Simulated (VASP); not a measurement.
Runs of VASP 6.6.1 on AlN. The structure is that of space group R3m (No. 160), or close to it. The cells are those of the table. 

```tsv
cell	gap on the mesh (eV)	pressure (GPa)	largest force (eV/Å)
a = 3.056, b = 3.066, c = 3.069 Å, angles 60.0, 59.9, 59.5°, 2 atoms	2.37	16.0	2.74
a = 2.976, b = 3.228 Å, angles 62.5, 60.0, 62.5°, 2 atoms	2.36	(a)	0.83
a = 3.113, b = 2.861, c = 2.861 Å, angles 60.0, 62.6, 62.6°, 2 atoms	3.34	51.0	(b)
a = 3.319, b = 3.077 Å, angles 57.4, 60.0, 57.4°, 2 atoms	(c)	-4.0	4.42
```

Alike in all rows: task single point; level PBEsol; potentials or basis VASP PAW PBE potentials, release 64 (Al, N); no spin polarisation; k mesh 10 × 10 × 10; cutoff (eV) 520; smearing gaussian 0.02 eV.

Fill in the values left out.

(a) -0.7; (b) 2.98; (c) 3.14.

Caveats: the PAW data sets were made with another functional, which shifts forces and pressure a little.

A k mesh can miss the band edges.
